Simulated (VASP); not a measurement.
A run of VASP 6.6.1 is set up as follows.

File INCAR:

```
  PREC = Accurate
  ENCUT = 520
  EDIFF = 1E-6
  ISMEAR = -1
  SIGMA = 0.05
  LREAL = Auto
  LASPH = T
  NELM = 150
  ALGO = Normal
  ISIF = 2
  LWAVE = F
  LCHARG = F
  ISPIN = 2
  MAGMOM = 0 0 0 0 0 0 0 0 0 0 0 0 0 0 0 0 1
  LORBIT = 11
  GGA = PE
  NBANDS = 52
```

The input KPOINTS:

```
regular mesh
0
Gamma
  2 2 2
```

File POSCAR:

```
AlSi16
1.0
    0.0000000000      5.4300000000      5.4300000000
    5.4300000000      0.0000000000      5.4300000000
    5.4300000000      5.4300000000      0.0000000000
Si Al
16 1
Direct
   -0.0066078064     -0.0021592331     -0.0022594720
    0.1235732939      0.1201654895      0.1200136696
    0.0011623295     -0.0172405980      0.5011930844
    0.1229471580      0.1197777222      0.6229691065
    0.0011698189      0.5013426794     -0.0173718598
    0.1229498448      0.6230726392      0.1196891220
    0.0000236021      0.5001393856      0.5000445651
    0.1206559091      0.6208128338      0.6206838693
    0.4983163137     -0.0015263707     -0.0016551034
    0.6220842094      0.1222226812      0.1221095190
    0.4977178875     -0.0021602328      0.4934180048
    0.6199832961      0.1201679064      0.6236021819
    0.4977140191      0.4935333684     -0.0022637397
    0.6199949516      0.6237322537      0.1200280543
    0.4825996688      0.5013442824      0.5012024545
    0.6196695026      0.6230731090      0.6229727958
    0.8705590013      0.3707222840      0.3705881477
```

Potentials or basis: VASP PAW PBE potentials, release 64 (Si, Al).

The run is started by

```bash
$ cat potpaw_PBE.64/Si/POTCAR potpaw_PBE.64/Al/POTCAR > POTCAR
$ mpirun -np 1 vasp_std > vasp.out
```

Q: Estimate the net moment.

A: 0.00 μB per cell.

Q: Predict the largest force.

A: 0.018 eV/Å.

Forces in eV/Å, atoms in the order of the input:
```
Si   0.002 -0.004 -0.003
Si   0.001 -0.002 -0.002
Si   0.000 -0.006  0.000
Si  -0.001  0.000 -0.001
Si  -0.001 -0.001 -0.006
Si   0.000 -0.001  0.000
Si   0.010  0.011  0.010
Si   0.008  0.008  0.008
Si  -0.003 -0.003 -0.003
Si  -0.007 -0.007 -0.007
Si  -0.003 -0.004  0.002
Si  -0.002 -0.002  0.001
Si  -0.004  0.003 -0.004
Si  -0.002  0.001 -0.002
Si  -0.006 -0.001 -0.001
Si   0.000 -0.001  0.000
Al   0.008  0.008  0.008
```

Caveat: the k points lie up to 0.50 Å⁻¹ apart.
